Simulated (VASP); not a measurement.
Cs4Sb:

```
Cs Sb
1.0
    -3.39920    3.39920    3.39920
     3.39920   -3.39920    3.39920
     3.39920    3.39920   -3.39920
Cs Sb
4 1
Direct
  0.50000 0.50000 0.50000
  0.00000 0.00000 0.50000
  0.00000 0.50000 0.00000
  0.50000 0.00000 0.00000
  0.00000 0.00000 0.00000
```

| Item | Value |
| --- | --- |
| Program | VASP 6.6.1 |
| Task | relaxation of cell and atoms |
| Functional | PBE |
| Potentials or basis | VASP PAW PBE potentials, release 64 (Cs_sv, Sb) |
| Cutoff | 600 eV |
| k mesh | 4 × 4 × 4 |
| Occupations | gaussian, width 0.1 eV |
| Spin | no spin polarisation |

At the start: pressure 27.7 GPa; volume 31.42 Å³/atom.

Problem. Where does the relaxation end?

Solution. Over 5 steps the energy falls by 1867.9 meV/atom and the volume is 78.58 Å³/atom (+150.1 %); space group Im-3m (No. 229, to 0.05 Å).

The path:
| step | energy change (eV) | largest force (eV/Å) | pressure (GPa) | volume (Å³) |
| --- | --- | --- | --- | --- |
| 1 | 0.0000 | 0.0000 | 27.67 | 157.11 |
| 2 | -8.9979 | 0.0000 | 1.72 | 315.63 |
| 3 | -9.2276 | 0.0000 | 0.86 | 344.59 |
| 4 | -9.3279 | 0.0000 | -0.21 | 407.70 |
| 5 | -9.3394 | 0.0000 | -0.03 | 392.90 |

Final structure:
```
CELL_PARAMETERS angstrom
-4.61398 4.61398 4.61398
4.61398 -4.61398 4.61398
4.61398 4.61398 -4.61398
ATOMIC_POSITIONS crystal
Cs 0.50000 0.50000 0.50000
Cs 0.00000 0.00000 0.50000
Cs 0.00000 0.50000 0.00000
Cs 0.50000 0.00000 0.00000
Sb 0.00000 0.00000 0.00000
```

Caveat: the volume moved by over 15 % at a fixed basis, so the end points are rough.
